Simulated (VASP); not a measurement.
Crystal: Zn3Ir.

```
CELL_PARAMETERS angstrom
6.52093 0.00000 0.00000
0.00000 6.52093 0.00000
0.00000 0.00000 6.61286
ATOMIC_POSITIONS crystal
Zn 0.00000 0.50000 0.50000
Zn 0.50000 0.00000 0.00000
Zn 0.50000 0.00000 0.50000
Zn 0.00000 0.50000 0.00000
Zn 0.36224 0.63776 0.25837
Zn 0.63776 0.36224 0.25837
Zn 0.13776 0.13776 0.75837
Zn 0.86224 0.86224 0.75837
Zn 0.63776 0.36224 0.74163
Zn 0.36224 0.63776 0.74163
Zn 0.86224 0.86224 0.24163
Zn 0.13776 0.13776 0.24163
Ir 0.16030 0.83970 0.50000
Ir 0.83970 0.16030 0.50000
Ir 0.33970 0.33970 0.00000
Ir 0.66030 0.66030 0.00000
```

```yaml
Program: VASP 6.6.1
Task: relaxation of cell and atoms
Functional: LDA
Potentials_or_basis: VASP PAW LDA potentials, release 64 (Zn, Ir)
Cutoff: 600 eV
k_mesh: 6 × 6 × 6
Occupations: methfessel-paxton, width 0.1 eV
Spin: no spin polarisation
```

At the start: pressure -4.7 GPa; volume 17.57 Å³/atom.

Q: Where does the relaxation end?

A: Over 29 steps the energy falls by 87.2 meV/atom and the volume is 16.90 Å³/atom (-3.9 %); space group P4_2/mnm (No. 136, to 0.1 Å) before and after.

The path:
| step | energy change (eV) | largest force (eV/Å) | pressure (GPa) | volume (Å³) |
| --- | --- | --- | --- | --- |
| 1 | 0.0000 | 1.4121 | -4.71 | 281.20 |
| 2 | -0.4814 | 0.8697 | 4.21 | 260.69 |
| 3 | -0.4951 | 0.8644 | 2.83 | 263.31 |
| 4 | -0.9369 | 0.8140 | 2.07 | 263.90 |
| 5 | -1.0656 | 1.1161 | 2.04 | 264.42 |
| 6 | -1.2595 | 0.1559 | -1.70 | 271.82 |
| 7 | -1.2744 | 0.1786 | -1.02 | 270.21 |
| 8 | -1.3110 | 0.1073 | 0.57 | 267.13 |
| 9 | -1.3118 | 0.1658 | 0.80 | 266.54 |
| 10 | -1.3491 | 0.0608 | 0.79 | 267.33 |
| 11 | -1.3867 | 0.2327 | 0.59 | 268.73 |
| 12 | -1.3874 | 0.3148 | 0.57 | 269.05 |
| 13 | -1.3744 | 0.3359 | -1.12 | 272.79 |
| 14 | -1.3936 | 0.0692 | -0.07 | 270.40 |
| 15 | -1.3936 | 0.0735 | -0.09 | 270.38 |
| 16 | -1.3935 | 0.1073 | 0.03 | 270.19 |
| 17 | -1.3936 | 0.0775 | -0.09 | 270.35 |
| 18 | -1.3942 | 0.0508 | 0.19 | 269.73 |
| 19 | -1.3944 | 0.0295 | 0.13 | 269.94 |
| 20 | -1.3949 | 0.0390 | 0.00 | 270.28 |
| 21 | -1.3949 | 0.0504 | -0.05 | 270.40 |
| 22 | -1.3953 | 0.0201 | -0.14 | 270.45 |
| 23 | -1.3953 | 0.0200 | -0.13 | 270.45 |
| 24 | -1.3955 | 0.0395 | 0.10 | 270.01 |
| 25 | -1.3955 | 0.0337 | 0.06 | 270.11 |
| 26 | -1.3958 | 0.0148 | 0.06 | 270.10 |
| 27 | -1.3958 | 0.0206 | 0.06 | 270.10 |
| 28 | -1.3959 | 0.0108 | -0.02 | 270.29 |
| 29 | -1.3960 | 0.0074 | -0.03 | 270.36 |

Final structure:
```
Zn Ir
1.0
     6.28683    0.00000    0.00000
     0.00000    6.28683    0.00000
     0.00000    0.00000    6.84039
Zn Ir
12 4
Direct
  0.00000 0.50000 0.50000
  0.50000 0.00000 0.00000
  0.50000 0.00000 0.50000
  0.00000 0.50000 0.00000
  0.34491 0.65509 0.26627
  0.65509 0.34491 0.26627
  0.15509 0.15509 0.76627
  0.84491 0.84491 0.76627
  0.65509 0.34491 0.73373
  0.34491 0.65509 0.73373
  0.84491 0.84491 0.23373
  0.15509 0.15509 0.23373
  0.13814 0.86186 0.50000
  0.86186 0.13814 0.50000
  0.36186 0.36186 0.00000
  0.63814 0.63814 0.00000
```
